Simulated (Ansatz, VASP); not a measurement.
**Hf4Si: VASP beside Ansatz**

```
Hf Si
1.0
     0.00099    0.00270    5.52139
     6.25275    0.00001    0.00107
     0.00002    6.25281    0.00293
Hf Si
8 2
Direct
  0.74843 0.66185 0.16197
  0.74834 0.83825 0.66199
  0.25188 0.33805 0.16171
  0.25169 0.66175 0.83800
  0.74815 0.16195 0.33831
  0.25154 0.83816 0.33804
  0.25194 0.16184 0.66172
  0.74804 0.33815 0.83827
  0.00000 0.49989 0.50004
  0.00000 0.00012 0.99996
```

Change from the starting cell: cell x1, atoms moved at random (sigma 0.1 Å) and cell strained at random (1.5 %), then relaxed without symmetry.

Alike in both runs: functional PBE; k mesh 4 × 4 × 4; occupations gaussian, width 0.2 eV; no spin polarisation.

Ansatz relaxed the structure, and its values are those at the end. VASP's run is a single point on that final structure, the one shown.

```csv
,VASP,Ansatz
version,VASP 6.6.1,Ansatz 0.2.0
potentials or method,"VASP PAW PBE potentials, release 64 (Hf_pv, Si), cutoff 520 eV","scalar-relativistic, plane waves, PAW"
valence electrons in the cell,88,216
```

```csv
,VASP,Ansatz,Ansatz less VASP
gap on the k mesh at the Fermi level (eV),none,none,-
pressure (GPa),-0.4,0.0,+0.34
rms of the force components (eV/Å),0.006,0.003,-0.0033
```

A gap of «none» marks a metal or a gap that the smearing closes. With one functional, cell and mesh, what is left measures potentials, basis and numerics. VASP's potentials hold 88 valence electrons a cell and Ansatz's 216, so a difference there can come from the potentials and not from the codes.

Neither program's run includes spin-orbit coupling.
